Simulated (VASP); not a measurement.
# Si2Mo (I4/mmm) in VASP: further runs

Si2Mo is run at these levels: r2SCAN+D4, r2SCAN, LDA; tasks: single point, relaxation of shape and atoms at fixed volume.

Everything below comes from runs of VASP 6.6.1. Logs are shortened: lines on timing, memory, paths and dates and some standing lists are left out, and cuts for length are marked.

**1. The cell of the first run**

The structure is tetragonal, space group I4/mmm (No. 139). The conventional cell has a = 3.145 Å, b = 3.145 Å, c = 7.709 Å, α = 90.00°, β = 90.00°, γ = 90.00°. Si (site symmetry 4mm) has 9 Si at 2.55 to 3.15 Å and 5 Mo at 2.56 to 2.58 Å within 3.4 Å. Within 3.4 Å of Mo (site symmetry 4/mmm) lie 10 Si at 2.56 to 2.58 Å and 4 Mo at 3.15 Å.

**2. Single point, r2SCAN+D4 (12.71 Å³/atom)**

Input file POSCAR:

```
Si2Mo
1.0
   -1.5726881591      1.5726881591      3.8542648702
    1.5726881591     -1.5726881591      3.8542648702
    1.5726881591      1.5726881591     -3.8542648702
Si Mo
2 1
Direct
    0.3347707435      0.3347707435      0.0000000000
    0.6652292565      0.6652292565      0.0000000000
    0.0000000000      0.0000000000      0.0000000000
```

Input file INCAR.step1:

```
PREC = Accurate ; ENCUT = 520
ISMEAR = 0 ; SIGMA = 0.05
LREAL = False ; LASPH = True
NELM = 80 ; NBANDS = 18
GGA = PE ; ALGO = Normal
EDIFF = 1E-4 ; LWAVE = True
LCHARG = False
```

Input file INCAR.step2:

```
PREC = Accurate ; ENCUT = 520
EDIFF = 1E-7 ; ISMEAR = 0
SIGMA = 0.05 ; LREAL = False
LASPH = True ; NELM = 80
ALGO = Normal ; ISIF = 2
LWAVE = False ; LCHARG = False
METAGGA = R2SCAN ; LMIXTAU = True
IVDW = 13 ; VDW_S6 = 1.0
VDW_S8 = 0.6018749 ; VDW_A1 = 0.51559235
VDW_A2 = 5.77342911 ; NBANDS = 18
ISTART = 1
```

Input file KPOINTS:

```
Automatic mesh
0
Gamma
  10 10 10
```

Potentials or basis: VASP PAW PBE potentials, release 64 (Si, Mo_sv).

Started as:

```sh
$ cat potpaw_PBE.64/Si/POTCAR potpaw_PBE.64/Mo_sv/POTCAR > POTCAR
$ cp INCAR.step1 INCAR
$ mpirun -np 1 vasp_std > vasp.out
$ cp INCAR.step2 INCAR
$ mpirun -np 1 vasp_std > vasp.out
```

OUTCAR:

```text
PREC = Accurate
   ENCUT = 520
   EDIFF = 1E-7
   ISMEAR = 0
   LREAL = False
   LASPH = True
   NELM = 80
   ISIF = 2
   METAGGA = R2SCAN
   IVDW = 13
   ISTART = 1

 ion  position               nearest neighbor table
   1  0.335  0.335  0.000-   2 2.55   3 2.56   3 2.56   3 2.56   3 2.56   2 2.58   2 2.58   2 2.58
                             2 2.58   3 2.58
   2  0.665  0.665  0.000-   1 2.55   3 2.56   3 2.56   3 2.56   3 2.56   1 2.58   1 2.58   1 2.58
                             1 2.58   3 2.58
   3  0.000  0.000  0.000-   2 2.56   2 2.56   1 2.56   2 2.56   1 2.56   1 2.56   2 2.56   1 2.56
                             1 2.58   2 2.58

  LATTYP: Found a body centered tetragonal cell.
 ALAT       =     3.1453763182
 C/A-ratio  =     2.4507495958

  Lattice vectors:

 A1 = (  -1.5726881591,   1.5726881591,   3.8542648702)
 A2 = (   1.5726881591,  -1.5726881591,   3.8542648702)
 A3 = (   1.5726881591,   1.5726881591,  -3.8542648702)

Analysis of symmetry for initial positions (statically):
=====================================================================
 Subroutine PRICEL returns:
 Original cell was already a primitive cell.

 Routine SETGRP: Setting up the symmetry group for a
 body centered tetragonal supercell.

 Subroutine GETGRP returns: Found 16 space group operations
 (whereof 16 operations were pure point group operations)
 out of a pool of 16 trial point group operations.

The static configuration has the point symmetry D_4h.

Analysis of symmetry for dynamics (positions and initial velocities):
=====================================================================
 Subroutine PRICEL returns:
 Original cell was already a primitive cell.

 Routine SETGRP: Setting up the symmetry group for a
 body centered tetragonal supercell.

 Subroutine GETGRP returns: Found 16 space group operations
 (whereof 16 operations were pure point group operations)
 out of a pool of 16 trial point group operations.

The dynamic configuration has the point symmetry D_4h.

 Subroutine INISYM returns: Found 16 space group operations
 (whereof 16 operations are pure point group operations),
 and found     1 'primitive' translations

----------------------------------------------------------------------------------------

                                     Primitive cell

  volume of cell :      38.1318

  direct lattice vectors                    reciprocal lattice vectors
    -1.572688159  1.572688159  3.854264870     0.000000000  0.317926982  0.129726424
[... 89 lines left out ...]
   LREAL  =      F    real-space projection
   EDIFFG = 0.1E-05   stopping-criterion for IOM
   NSW    =      0    number of steps for IOM
   IBRION =     -1    ionic relax: 0-MD 1-quasi-New 2-CG
   NFREE  =      0    steps in history (QN), initial steepest desc. (CG)
   ISIF   =      2    stress and relaxation
   ISYM   =      2    0-nonsym 1-usesym 2-fastsym
   POTIM  = 0.5000    time-step for ionic-motion
   TEBEG  =    0.0;   TEEND  =   0.0 temperature during run
   PSTRESS=    0.0 pullay stress
   NELECT =      22.0000    total number of electrons
   NUPDOWN=      -1.0000    fix difference up-down
   EMIN   =  10.00;   EMAX   =-10.00  energy-range for DOS
   EFERMI =   0.00;   METHOD = LEGACY
   ISMEAR =     0;   SIGMA  =   0.05  broadening in eV -4-tet -1-fermi 0-gaus
   EFERMI_NEDOS =   21; number of points for ismear=-14 and -15
   IALGO  =     38    algorithm
   IMIX   =      4    mixing-type and parameters
     AMIX     =   0.40;   BMIX     =  1.00
     AMIX_MAG =   1.60;   BMIX_MAG =  1.00
  volume/ion in A,a.u.               =      12.71        85.78
  Fermi-wavevector in a.u.,A,eV,Ry     =   1.362867  2.575445 25.271548  1.857406
  Thomas-Fermi vector in A             =   2.489319
   LORBIT       =      0    0 simple, 1 ext, 2 COOP (PROOUT), +10 PAW based schemes
   METAGGA = R2SCAN    functional components
   LHFCALC =     F    Hartree Fock is set to
   AEXX    =    0.0000 exact exchange contribution
   IVDW    =    13    specifies the selected vdW correction
   LEPSILON=     F    determine dielectric tensor
   LRPA    =     F    only Hartree local field effects (RPA)
 non-spin polarized calculation
 Gauss-broadening in eV      SIGMA  =   0.05
  energy-cutoff  :      520.00
  volume of cell :       38.13
 maximum number of plane-waves:      1042
 NGX is ok and might be reduce to    36
   NGX = 17   NGY = 17   NGZ = 17

 number of electron      22.0000000 magnetization

 Free energy of the ion-electron system (eV)
  ---------------------------------------------------
  ext. energy  EPLUGINS =         0.00000000
  ---------------------------------------------------
  free energy    TOTEN  =       -44.94058072 eV

  energy without entropy =      -44.94017504  energy(sigma->0) =      -44.94037788

 E-fermi :  12.9800     XC(G=0): -13.6705

 val. band max:       12.9593803124   @ k =  -0.4000   0.5000   0.4000
 cond. band min:      13.1495256477   @ k =   0.5000   0.5000   0.3000
 fundamental gap:      0.1901453353
 Fermi energy:        12.9800352513

 k-point     1 :       0.0000    0.0000    0.0000
  band No.  band energies     occupation
      1     -49.4713      2.00000
      2     -22.9620      2.00000
      3     -22.8272      2.00000
      4     -22.8272      2.00000
      5      -1.5459      2.00000
      6       5.9620      2.00000
[... 481 lines left out ...]
      5       2.9145      2.00000
      6       4.0571      2.00000
[... 10 lines left out ...]
     17      20.7151      0.00000
     18      22.9545      0.00000

 [... further k-points ...]

------------------------ aborting loop because EDIFF is reached ----------------------------------------

  DFT-D4 for vdW energy calculation

  Edisp (eV):   -0.60058

  FORCE on cell =-STRESS in cart. coord.  units (eV):
  Direction    XX          YY          ZZ          XY          YZ          ZX
  --------------------------------------------------------------------------------------
  -------------------------------------------------------------------------------------
  Total       2.50508     2.50508     2.47492     0.00000    -0.00000     0.00000
  in kB     105.25545   105.25545   103.98833     0.00000    -0.00000     0.00000
  external pressure =      104.83 kB  Pullay stress =        0.00 kB

 VOLUME and BASIS-vectors are now :
 -----------------------------------------------------------------------------
  energy-cutoff  :      520.00
  volume of cell :       38.13
      direct lattice vectors                 reciprocal lattice vectors
    -1.572688159  1.572688159  3.854264870     0.000000000  0.317926982  0.129726424
     1.572688159 -1.572688159  3.854264870     0.317926982  0.000000000  0.129726424
     1.572688159  1.572688159 -3.854264870     0.317926982  0.317926982  0.000000000

 POSITION                                       TOTAL-FORCE (eV/Angst)
 -----------------------------------------------------------------------------------
      0.00000      0.00000      2.58059        -0.000000     -0.000000     -0.016579
      0.00000      0.00000      5.12794         0.000000      0.000000      0.016579
      0.00000      0.00000      0.00000        -0.000000     -0.000000      0.000000
 -----------------------------------------------------------------------------------
    total drift:                                0.000000     -0.000000     -0.000000

  FREE ENERGIE OF THE ION-ELECTRON SYSTEM (eV)
  ---------------------------------------------------
  free  energy   TOTEN  =       -45.5411592268 eV

  energy  without entropy=      -45.5407535494  energy(sigma->0) =      -45.54095639
```

OSZICAR.step1:

```text
N       E                     dE             d eps       ncg     rms          rms(c)
DAV:   1     0.121855825538E+03    0.12186E+03   -0.11376E+04  3672   0.117E+03
DAV:   2    -0.208612942854E+02   -0.14272E+03   -0.13989E+03  4376   0.301E+02
DAV:   3    -0.239748829744E+02   -0.31136E+01   -0.30841E+01  4566   0.397E+01
DAV:   4    -0.239915186527E+02   -0.16636E-01   -0.16623E-01  4344   0.321E+00
DAV:   5    -0.239916273632E+02   -0.10871E-03   -0.10871E-03  4292   0.270E-01    0.243E+01
DAV:   6    -0.232726718868E+02    0.71896E+00   -0.49731E+00  3894   0.151E+01    0.577E+00
DAV:   7    -0.231688474031E+02    0.10382E+00   -0.68581E-01  3840   0.510E+00    0.509E+00
DAV:   8    -0.231371736297E+02    0.31674E-01   -0.85265E-02  3992   0.224E+00    0.440E-01
DAV:   9    -0.231366050428E+02    0.56859E-03   -0.16511E-03  4274   0.336E-01    0.233E-01
DAV:  10    -0.231365533219E+02    0.51721E-04   -0.42003E-04  4012   0.171E-01
   1 F= -.23136553E+02 E0= -.23136314E+02  d E =-.478858E-03
```

Wall time 10 min (1 thread of Intel Xeon 8259CL, shared host); peak memory 0.26 GiB.

Results:

* Free energy: -45.5412 eV
* Pressure: 10.5 GPa
* Largest force: 0.017 eV/Å
* Band gap on the k mesh: zero (bands 11 and 12 overlap by 1.05 eV)
* Dispersion energy per atom: -0.200 eV

Forces on the atoms (eV/Å):
```
Si   0.000  0.000 -0.017
Si   0.000  0.000  0.017
Mo   0.000  0.000  0.000
```

Levels at points of the mesh, in eV from the Fermi level:
| k point | band 9 | band 10 | band 11 | band 12 | band 13 | band 14 |
| --- | --- | --- | --- | --- | --- | --- |
| (0.00, 0.00, 0.00) | -2.86 | -2.86 | 0.49 | 3.25 | 3.91 | 3.98 |
| (0.50, 0.00, 0.00) | -2.82 | -2.78 | -0.53 | 2.82 | 3.46 | 4.67 |
| (0.50, 0.50, 0.00) | -4.83 | -3.39 | -1.26 | 2.90 | 3.36 | 3.69 |
| (0.50, 0.50, 0.50) | -0.56 | -0.56 | -0.45 | -0.45 | 0.65 | 5.39 |

Caveat: the cell stands under pressure; the PAW data sets were made with another functional, which shifts forces and pressure a little.

**3. Single point, r2SCAN (12.83 Å³/atom)**

This run uses another cell than the first one, of 12.83 Å³/atom.

Input file POSCAR:

```
Si2Mo
1.0
   -1.5777934874      1.5777934874      3.8641130023
    1.5777934874     -1.5777934874      3.8641130023
    1.5777934874      1.5777934874     -3.8641130023
Si Mo
2 1
Direct
    0.3348912958      0.3348912958      0.0000000000
    0.6651087042      0.6651087042      0.0000000000
    0.0000000000      0.0000000000      0.0000000000
```

Input file INCAR.step1:

```
SYSTEM = Si2Mo
ALGO     = Normal         ! electronic algorithm
EDIFF    = 1E-4           ! SCF threshold, eV
ENCUT    = 520            ! plane-wave cutoff, eV
GGA      = PE             ! functional
ISMEAR   = 0              ! smearing method
LASPH    = .TRUE.         ! aspherical terms in the spheres
LCHARG   = .FALSE.        ! write CHGCAR
LREAL    = .FALSE.        ! projectors in reciprocal space
LWAVE    = .TRUE.         ! write WAVECAR
NBANDS   = 18             ! bands
NELM     = 60             ! most SCF steps
PREC     = Accurate       ! precision mode
SIGMA    = 0.05           ! smearing width, eV
```

Input file INCAR.step2:

```
SYSTEM = Si2Mo
ALGO     = Normal         ! electronic algorithm
EDIFF    = 1E-6           ! SCF threshold, eV
ENCUT    = 520            ! plane-wave cutoff, eV
ISIF     = 2              ! what is computed and relaxed
ISMEAR   = 0              ! smearing method
ISTART   = 1            
LASPH    = .TRUE.         ! aspherical terms in the spheres
LCHARG   = .FALSE.        ! write CHGCAR
LMIXTAU  = .TRUE.       
LREAL    = .FALSE.        ! projectors in reciprocal space
LWAVE    = .FALSE.        ! write WAVECAR
METAGGA  = R2SCAN         ! meta-GGA
NBANDS   = 18             ! bands
NELM     = 60             ! most SCF steps
PREC     = Accurate       ! precision mode
SIGMA    = 0.05           ! smearing width, eV
```

Input file KPOINTS:

```
k-points
0
G
  10 10 10
  0 0 0
```

Potentials or basis: VASP PAW PBE potentials, release 64 (Si, Mo_sv).

Started as:

```sh
$ cat potpaw_PBE.64/Si/POTCAR potpaw_PBE.64/Mo_sv/POTCAR > POTCAR
$ cp INCAR.step1 INCAR
$ mpirun -np 1 vasp_std > vasp.out
$ cp INCAR.step2 INCAR
$ mpirun -np 1 vasp_std > vasp.out
```

OUTCAR:

```text
SYSTEM = Si2Mo
   EDIFF = 1E-6
   ENCUT = 520
   ISIF = 2
   ISMEAR = 0
   ISTART = 1
   LASPH = .TRUE.
   LREAL = .FALSE.
   METAGGA = R2SCAN
   NELM = 60
   PREC = Accurate

 ion  position               nearest neighbor table
   1  0.335  0.335  0.000-   2 2.55   3 2.57   3 2.57   3 2.57   3 2.57   3 2.59   2 2.59   2 2.59
                             2 2.59   2 2.59
   2  0.665  0.665  0.000-   1 2.55   3 2.57   3 2.57   3 2.57   3 2.57   3 2.59   1 2.59   1 2.59
                             1 2.59   1 2.59
   3  0.000  0.000  0.000-   2 2.57   2 2.57   2 2.57   1 2.57   2 2.57   1 2.57   1 2.57   1 2.57
                             1 2.59   2 2.59

  LATTYP: Found a body centered tetragonal cell.
 ALAT       =     3.1555869748
 C/A-ratio  =     2.4490613209

  Lattice vectors:

 A1 = (  -1.5777934874,   1.5777934874,   3.8641130023)
 A2 = (   1.5777934874,  -1.5777934874,   3.8641130023)
 A3 = (   1.5777934874,   1.5777934874,  -3.8641130023)

Analysis of symmetry for initial positions (statically):
=====================================================================
 Subroutine PRICEL returns:
 Original cell was already a primitive cell.

 Routine SETGRP: Setting up the symmetry group for a
 body centered tetragonal supercell.

 Subroutine GETGRP returns: Found 16 space group operations
 (whereof 16 operations were pure point group operations)
 out of a pool of 16 trial point group operations.

The static configuration has the point symmetry D_4h.

Analysis of symmetry for dynamics (positions and initial velocities):
=====================================================================
 Subroutine PRICEL returns:
 Original cell was already a primitive cell.

 Routine SETGRP: Setting up the symmetry group for a
 body centered tetragonal supercell.

[... 122 lines left out ...]
   EFERMI_NEDOS =   21; number of points for ismear=-14 and -15
   IALGO  =     38    algorithm
   IMIX   =      4    mixing-type and parameters
     AMIX     =   0.40;   BMIX     =  1.00
     AMIX_MAG =   1.60;   BMIX_MAG =  1.00
  volume/ion in A,a.u.               =      12.83        86.55
  Fermi-wavevector in a.u.,A,eV,Ry     =   1.358769  2.567701 25.119806  1.846254
  Thomas-Fermi vector in A             =   2.485574
   LORBIT       =      0    0 simple, 1 ext, 2 COOP (PROOUT), +10 PAW based schemes
   METAGGA = R2SCAN    functional components
   LHFCALC =     F    Hartree Fock is set to
   AEXX    =    0.0000 exact exchange contribution
   IVDW    =     0    specifies the selected vdW correction
   LEPSILON=     F    determine dielectric tensor
   LRPA    =     F    only Hartree local field effects (RPA)
 non-spin polarized calculation
 Gauss-broadening in eV      SIGMA  =   0.05
  energy-cutoff  :      520.00
  volume of cell :       38.48
 maximum number of plane-waves:      1052
 NGX is ok and might be reduce to    36
   NGX = 17   NGY = 17   NGZ = 17

 number of electron      22.0000000 magnetization

 Free energy of the ion-electron system (eV)
  ---------------------------------------------------
  ext. energy  EPLUGINS =         0.00000000
  ---------------------------------------------------
  free energy    TOTEN  =       -44.96528128 eV

  energy without entropy =      -44.96488385  energy(sigma->0) =      -44.96508257

 E-fermi :  12.8355     XC(G=0): -13.6221

 val. band max:       12.8168689962   @ k =  -0.4000   0.5000   0.4000
 cond. band min:      13.0180174174   @ k =   0.5000   0.5000   0.3000
 fundamental gap:      0.2011484213
 Fermi energy:        12.8355013133

 k-point     1 :       0.0000    0.0000    0.0000
  band No.  band energies     occupation
      1     -49.6249      2.00000
      2     -23.1067      2.00000
      3     -22.9803      2.00000
      4     -22.9803      2.00000
      5      -1.6106      2.00000
      6       5.8800      2.00000
[... 481 lines left out ...]
      5       2.8218      2.00000
      6       3.9619      2.00000
[... 10 lines left out ...]
     17      20.5019      0.00000
     18      22.7409      0.00000

 [... further k-points ...]

------------------------ aborting loop because EDIFF is reached ----------------------------------------

  FORCE on cell =-STRESS in cart. coord.  units (eV):
  Direction    XX          YY          ZZ          XY          YZ          ZX
  --------------------------------------------------------------------------------------
  -------------------------------------------------------------------------------------
  Total        2.4648755      2.4648755      2.4358205      0.0000000     -0.0000000      0.0000000
  in kB      102.6349881    102.6349881    101.4251683      0.0000000     -0.0000000      0.0000000
  external PRESSURE =     102.2317148 kB  Pullay stress =       0.0000000 kB

 VOLUME and BASIS-vectors are now :
 -----------------------------------------------------------------------------
  energy-cutoff  :      520.00
  volume of cell :       38.48
      direct lattice vectors                 reciprocal lattice vectors
    -1.577793487  1.577793487  3.864113002     0.000000000  0.316898253  0.129395802
     1.577793487 -1.577793487  3.864113002     0.316898253  0.000000000  0.129395802
     1.577793487  1.577793487 -3.864113002     0.316898253  0.316898253  0.000000000

 POSITION                                       TOTAL-FORCE (eV/Angst)
 -----------------------------------------------------------------------------------
      0.00000      0.00000      2.58812         0.000000      0.000000     -0.015536
      0.00000      0.00000      5.14011         0.000000      0.000000      0.015536
      0.00000      0.00000      0.00000        -0.000000     -0.000000     -0.000000
 -----------------------------------------------------------------------------------
    total drift:                               -0.000000      0.000000      0.000000

  FREE ENERGIE OF THE ION-ELECTRON SYSTEM (eV)
  ---------------------------------------------------
  free  energy   TOTEN  =       -44.9652812811 eV

  energy  without entropy=      -44.9648838524  energy(sigma->0) =      -44.96508257
```

OSZICAR.step1:

```text
N       E                     dE             d eps       ncg     rms          rms(c)
DAV:   1     0.123649368560E+03    0.12365E+03   -0.11349E+04  3672   0.117E+03
DAV:   2    -0.208611947906E+02   -0.14451E+03   -0.14138E+03  4324   0.302E+02
DAV:   3    -0.240135324224E+02   -0.31523E+01   -0.31246E+01  4548   0.401E+01
DAV:   4    -0.240303361829E+02   -0.16804E-01   -0.16784E-01  4334   0.322E+00
DAV:   5    -0.240304439365E+02   -0.10775E-03   -0.10775E-03  4288   0.271E-01    0.238E+01
DAV:   6    -0.233079291819E+02    0.72251E+00   -0.50828E+00  3874   0.152E+01    0.557E+00
DAV:   7    -0.232008381264E+02    0.10709E+00   -0.70784E-01  3850   0.517E+00    0.499E+00
DAV:   8    -0.231689434414E+02    0.31895E-01   -0.86470E-02  3958   0.225E+00    0.439E-01
DAV:   9    -0.231683734503E+02    0.56999E-03   -0.16914E-03  4308   0.337E-01    0.235E-01
DAV:  10    -0.231683216280E+02    0.51822E-04   -0.43236E-04  3990   0.174E-01
   1 F= -.23168322E+02 E0= -.23168091E+02  d E =-.461408E-03
```

It took 9.3 min on 1 thread of Intel Xeon 8259CL, shared host; peak memory 0.26 GiB.

Results:

```yaml
Free_energy: -44.9653 eV
Pressure: 10.2 GPa
Largest_force: 0.016 eV/Å
Band_gap_on_the_k_mesh: zero (bands 11 and 12 overlap by 1.04 eV)
```

Forces in eV/Å, atoms in the order of the input:
```
Si   0.000  0.000 -0.016
Si   0.000  0.000  0.016
Mo   0.000  0.000  0.000
```

Caveat: the cell stands under pressure; the PAW data sets were made with another functional, which shifts forces and pressure a little.

(Continued in part 2 of 2.)
